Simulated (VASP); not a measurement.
# W (Fm-3m) in VASP: notebook

The runs below take W through single point, relaxation of cell and atoms, with PBEsol.

Everything below comes from runs of VASP 6.6.1. Logs are shortened: lines on timing, memory, paths and dates and some standing lists are left out, and cuts for length are marked.

## Step 1: The cell of the first run

The structure is cubic, space group Fm-3m (No. 225). Conventional cell: a = 3.998 Å, b = 3.998 Å, c = 3.998 Å, α = 90.00°, β = 90.00°, γ = 90.00°. W (site symmetry m-3m) has 12 W at 2.83 Å within 3.7 Å.

## Step 2: Single point, PBEsol

INCAR

```
SYSTEM = W
PREC = Accurate
ENCUT = 520
EDIFF = 1E-6
ISMEAR = -1
SIGMA = 0.05
LREAL = .False.
LASPH = .True.
NELM = 80
ALGO = Normal
ISIF = 2
LWAVE = .False.
LCHARG = .False.
GGA = PS
NBANDS = 13
```

KPOINTS

```
regular mesh
0
Gamma
  18 18 18
  0 0 0
```

POSCAR

```
W
1.0
    0.0000000000      1.9990988025      1.9990988025
    1.9990988025      0.0000000000      1.9990988025
    1.9990988025      1.9990988025      0.0000000000
W
1
Direct
    0.0000000000      0.0000000000      0.0000000000
```

Potentials or basis: VASP PAW PBE potentials, release 64 (W_sv).

Started as:

```
> cat potpaw_PBE.64/W_sv/POTCAR > POTCAR
> mpirun -np 1 vasp_std > vasp.out
```

OUTCAR:

```text
SYSTEM = W
   PREC = Accurate
   ENCUT = 520
   EDIFF = 1E-6
   ISMEAR = -1
   LREAL = .False.
   LASPH = .True.
   NELM = 80
   ISIF = 2
   GGA = PS

 ion  position               nearest neighbor table
   1  0.000  0.000  0.000-

  LATTYP: Found a face centered cubic cell.
 ALAT       =     3.9981976050

  Lattice vectors:

 A1 = (   0.0000000000,   1.9990988025,   1.9990988025)
 A2 = (   1.9990988025,   0.0000000000,   1.9990988025)
 A3 = (   1.9990988025,   1.9990988025,   0.0000000000)

Analysis of symmetry for initial positions (statically):
=====================================================================
 Subroutine PRICEL returns:
 Original cell was already a primitive cell.

 Routine SETGRP: Setting up the symmetry group for a
 face centered cubic supercell.

 Subroutine GETGRP returns: Found 48 space group operations
 (whereof 48 operations were pure point group operations)
 out of a pool of 48 trial point group operations.

The static configuration has the point symmetry O_h .

Analysis of symmetry for dynamics (positions and initial velocities):
=====================================================================
 Subroutine PRICEL returns:
 Original cell was already a primitive cell.

 Routine SETGRP: Setting up the symmetry group for a
 face centered cubic supercell.

 Subroutine GETGRP returns: Found 48 space group operations
 (whereof 48 operations were pure point group operations)
 out of a pool of 48 trial point group operations.

The dynamic configuration has the point symmetry O_h .

 Subroutine INISYM returns: Found 48 space group operations
 (whereof 48 operations are pure point group operations),
 and found     1 'primitive' translations

----------------------------------------------------------------------------------------

                                     Primitive cell

  volume of cell :      15.9784

  direct lattice vectors                    reciprocal lattice vectors
     0.000000000  1.999098803  1.999098803    -0.250112700  0.250112700  0.250112700
     1.999098803  0.000000000  1.999098803     0.250112700 -0.250112700  0.250112700
     1.999098803  1.999098803  0.000000000     0.250112700  0.250112700 -0.250112700

  length of vectors
     2.827152639  2.827152639  2.827152639     0.433207905  0.433207905  0.433207905

  position of ions in fractional coordinates (direct lattice)
     0.000000000  0.000000000  0.000000000

  ion indices of the primitive-cell ions
   primitive index   ion index
                 1           1

----------------------------------------------------------------------------------------

 KPOINTS: regular mesh

Automatic generation of k-mesh.
 Grid dimensions read from file:
 generate k-points for:   18   18   18

 Generating k-lattice:

  Cartesian coordinates                     Fractional coordinates (reciprocal lattice)
    -0.013895150  0.013895150  0.013895150     0.055555556  0.000000000  0.000000000
     0.013895150 -0.013895150  0.013895150     0.000000000  0.055555556  0.000000000
     0.013895150  0.013895150 -0.013895150     0.000000000  0.000000000  0.055555556

  Length of vectors
     0.024067106  0.024067106  0.024067106

  Shift w.r.t. Gamma in fractional coordinates (k-lattice)
     0.000000000  0.000000000  0.000000000

 Subroutine IBZKPT returns following result:
 ===========================================

 Found    195 irreducible k-points:

 Following reciprocal coordinates:
            Coordinates               Weight
  0.000000  0.000000  0.000000      1.000000
  0.055556  0.000000  0.000000      8.000000
  0.111111  0.000000  0.000000      8.000000
  0.166667  0.000000  0.000000      8.000000
  0.222222  0.000000  0.000000      8.000000
  0.277778  0.000000  0.000000      8.000000
[... 16 lines left out ...]
 -0.277778  0.055556  0.000000     24.000000
 -0.222222  0.055556  0.000000     24.000000
 [... further k-points ...]
   k-points           NKPTS =    195   k-points in BZ     NKDIM =    195   number of bands    NBANDS=     13
   number of dos      NEDOS =    301   number of ions     NIONS =      1
   total plane-waves  NPLWV =  13824
   dimension x,y,z NGX =    24 NGY =   24 NGZ =   24
   dimension x,y,z NGXF=    48 NGYF=   48 NGZF=   48
   ions per type =               1
   NGX,Y,Z   is equivalent  to a cutoff of  14.11, 14.11, 14.11 a.u.
   NGXF,Y,Z  is equivalent  to a cutoff of  28.23, 28.23, 28.23 a.u.
 SYSTEM =  W
   PREC   = accura    normal or accurate (medium, high low for compatibility)
   ISTART =      0    job   : 0-new  1-cont  2-samecut
   ICHARG =      2    charge: 1-file 2-atom 10-const
   ISPIN  =      1    spin polarized calculation?
   LNONCOLLINEAR =      F non collinear calculations
   LSORBIT =      F    spin-orbit coupling
   LASPH  =      T    aspherical Exc in radial PAW
   ENCUT  =  520.0 eV  38.22 Ry    6.18 a.u.   5.26  5.26  5.26*2*pi/ulx,y,z
   NELM   =     80;   NELMIN=  2; NELMDL= -5     # of ELM steps
   EDIFF  = 0.1E-05   stopping-criterion for ELM
   LREAL  =      F    real-space projection
   EDIFFG = 0.1E-04   stopping-criterion for IOM
   NSW    =      0    number of steps for IOM
   IBRION =     -1    ionic relax: 0-MD 1-quasi-New 2-CG
   NFREE  =      0    steps in history (QN), initial steepest desc. (CG)
   ISIF   =      2    stress and relaxation
   ISYM   =      2    0-nonsym 1-usesym 2-fastsym
   POTIM  = 0.5000    time-step for ionic-motion
   TEBEG  =    0.0;   TEEND  =   0.0 temperature during run
   PSTRESS=    0.0 pullay stress
   NELECT =      14.0000    total number of electrons
   NUPDOWN=      -1.0000    fix difference up-down
   EMIN   =  10.00;   EMAX   =-10.00  energy-range for DOS
   EFERMI =   0.00;   METHOD = LEGACY
   ISMEAR =    -1;   SIGMA  =   0.05  broadening in eV -4-tet -1-fermi 0-gaus
   EFERMI_NEDOS =   21; number of points for ismear=-14 and -15
   IALGO  =     38    algorithm
   IMIX   =      4    mixing-type and parameters
     AMIX     =   0.40;   BMIX     =  1.00
     AMIX_MAG =   1.60;   BMIX_MAG =  1.00
  volume/ion in A,a.u.               =      15.98       107.83
  Fermi-wavevector in a.u.,A,eV,Ry     =   1.566534  2.960321 33.389103  2.454030
  Thomas-Fermi vector in A             =   2.668848
   LORBIT       =      0    0 simple, 1 ext, 2 COOP (PROOUT), +10 PAW based schemes
   GGA     = PS    functional components
   LHFCALC =     F    Hartree Fock is set to
   AEXX    =    0.0000 exact exchange contribution
   IVDW    =     0    specifies the selected vdW correction
   LEPSILON=     F    determine dielectric tensor
   LRPA    =     F    only Hartree local field effects (RPA)
 non-spin polarized calculation
  energy-cutoff  :      520.00
  volume of cell :       15.98
 maximum number of plane-waves:       444
 NGX is ok and might be reduce to    24
   NGX = 11   NGY = 11   NGZ = 11

 number of electron      14.0000000 magnetization

 Free energy of the ion-electron system (eV)
  ---------------------------------------------------
  ext. energy  EPLUGINS =         0.00000000
  ---------------------------------------------------
  free energy    TOTEN  =       -13.31522168 eV

  energy without entropy =      -13.30484181  energy(sigma->0) =      -13.31003175

 E-fermi :  10.6754     XC(G=0): -13.7063

 val. band max:       10.6753876636   @ k =  -0.4444   0.3333   0.0000
 cond. band min:      10.6779213023   @ k =   0.5000   0.1111   0.0000
 fundamental gap:      0.0025336386
 Fermi energy:        10.6754479725

 k-point     1 :       0.0000    0.0000    0.0000
  band No.  band energies     occupation
      1     -62.8928      2.00000
      2     -26.4832      2.00000
      3     -26.4832      2.00000
      4     -26.4832      2.00000
      5       1.5425      2.00000
      6      10.0917      1.99998
      7      10.0917      1.99998
      8      10.0917      1.99998
      9      13.3300      0.00000
     10      13.3300      0.00000
     11      23.5481      0.00000
     12      28.8621      0.00000
     13      28.8621      0.00000

 k-point     2 :       0.0556    0.0000    0.0000
  band No.  band energies     occupation
      1     -62.8892      2.00000
      2     -26.5241      2.00000
      3     -26.4883      2.00000
      4     -26.4883      2.00000
      5       1.6834      2.00000
      6       9.9811      2.00000
      7      10.1582      1.99994
      8      10.1582      1.99994
      9      13.2669      0.00000
     10      13.2669      0.00000
     11      23.8333      0.00000
     12      28.2393      0.00000
     13      29.1273      0.00000

 k-point     3 :       0.1111    0.0000    0.0000
  band No.  band energies     occupation
      1     -62.8789      2.00000
      2     -26.6408      2.00000
      3     -26.5032      2.00000
      4     -26.5032      2.00000
      5       2.0902      2.00000
      6       9.6968      2.00000
      7      10.3314      1.99795
      8      10.3314      1.99795
      9      13.1247      0.00000
     10      13.1247      0.00000
     11      24.5961      0.00000
     12      27.0741      0.00000
     13      29.8956      0.00000

 k-point     4 :       0.1667    0.0000    0.0000
  band No.  band energies     occupation
      1     -62.8629      2.00000
      2     -26.8164      2.00000
      3     -26.5258      2.00000
      4     -26.5258      2.00000
      5       2.7118      2.00000
      6       9.3566      2.00000
      7      10.5207      1.91331
      8      10.5207      1.91331
      9      13.0417      0.00000
     10      13.0417      0.00000
     11      25.1313      0.00000
     12      26.4863      0.00000
     13      31.0980      0.00000

 k-point     5 :       0.2222    0.0000    0.0000
  band No.  band energies     occupation
      1     -62.8433      2.00000
      2     -27.0268      2.00000
      3     -26.5535      2.00000
      4     -26.5535      2.00000
      5       3.4502      2.00000
      6       9.1124      2.00000
      7      10.5817      1.73403
      8      10.5817      1.73403
      9      13.2077      0.00000
     10      13.2077      0.00000
     11      24.3126      0.00000
     12      27.4333      0.00000
     13      32.6473      0.00000
[... 257 lines left out ...]
 k-point    22 :      -0.3333    0.0556    0.0000
  band No.  band energies     occupation
      1     -62.7949      2.00000
      2     -27.4971      2.00000
      3     -26.6603      2.00000
      4     -26.6087      2.00000
      5       4.8572      2.00000
      6       9.6447      2.00000
      7      10.0683      1.99999
      8      10.2474      1.99962
      9      14.1970      0.00000
     10      15.2664      0.00000
     11      22.5932      0.00000
     12      26.0822      0.00000
     13      31.3227      0.00000

 k-point    23 :      -0.2778    0.0556    0.0000
  band No.  band energies     occupation
      1     -62.8134      2.00000
      2     -27.3130      2.00000
      3     -26.6360      2.00000
      4     -26.5796      2.00000
      5       4.4609      2.00000
      6       9.1126      2.00000
      7      10.3064      1.99875
      8      10.4789      1.96152
      9      13.4121      0.00000
     10      14.5359      0.00000
     11      23.3524      0.00000
     12      27.6204      0.00000
     13      32.4715      0.00000

 k-point    24 :      -0.2222    0.0556    0.0000
  band No.  band energies     occupation
      1     -62.8339      2.00000
      2     -27.1040      2.00000
      3     -26.6058      2.00000
      4     -26.5497      2.00000
      5       3.8130      2.00000
      6       8.9770      2.00000
      7      10.5126      1.92586
      8      10.6652      1.10205
      9      12.8204      0.00000
     10      13.8961      0.00000
     11      24.2379      0.00000
     12      27.8209      0.00000
     13      32.0827      0.00000

 [... further k-points ...]

------------------------ aborting loop because EDIFF is reached ----------------------------------------

  FORCE on cell =-STRESS in cart. coord.  units (eV):
  Direction    XX          YY          ZZ          XY          YZ          ZX
  --------------------------------------------------------------------------------------
  -------------------------------------------------------------------------------------
  Total        0.0658922      0.0658922      0.0658922     -0.0000000      0.0000000      0.0000000
  in kB        6.6071107      6.6071107      6.6071107     -0.0000000      0.0000000      0.0000000
  external PRESSURE =       6.6071107 kB  Pullay stress =       0.0000000 kB

 VOLUME and BASIS-vectors are now :
 -----------------------------------------------------------------------------
  energy-cutoff  :      520.00
  volume of cell :       15.98
      direct lattice vectors                 reciprocal lattice vectors
     0.000000000  1.999098803  1.999098803    -0.250112700  0.250112700  0.250112700
     1.999098803  0.000000000  1.999098803     0.250112700 -0.250112700  0.250112700
     1.999098803  1.999098803  0.000000000     0.250112700  0.250112700 -0.250112700

 POSITION                                       TOTAL-FORCE (eV/Angst)
 -----------------------------------------------------------------------------------
      0.00000      0.00000      0.00000         0.000000      0.000000      0.000000
 -----------------------------------------------------------------------------------
    total drift:                               -0.000000      0.000000     -0.000000

  FREE ENERGIE OF THE ION-ELECTRON SYSTEM (eV)
  ---------------------------------------------------
  free  energy   TOTEN  =       -13.3152216843 eV

  energy  without entropy=      -13.3048418113  energy(sigma->0) =      -13.31003175
```

It took 11 s on 1 thread of Intel Xeon 6975P-C (Granite Rapids), shared host; peak memory 0.16 GiB.

What came out:

```yaml
Free_energy: -13.3152 eV
Pressure: 0.7 GPa
Band_gap_on_the_k_mesh: zero (band 7 reaches 13.91 eV, above the bottom of band 8 at 10.09 eV)
```

Caveat: the PAW data sets were made with another functional, which shifts forces and pressure a little; spin-orbit coupling is left out, which moves the levels of the heavy elements.

[end of part 1 of 3]
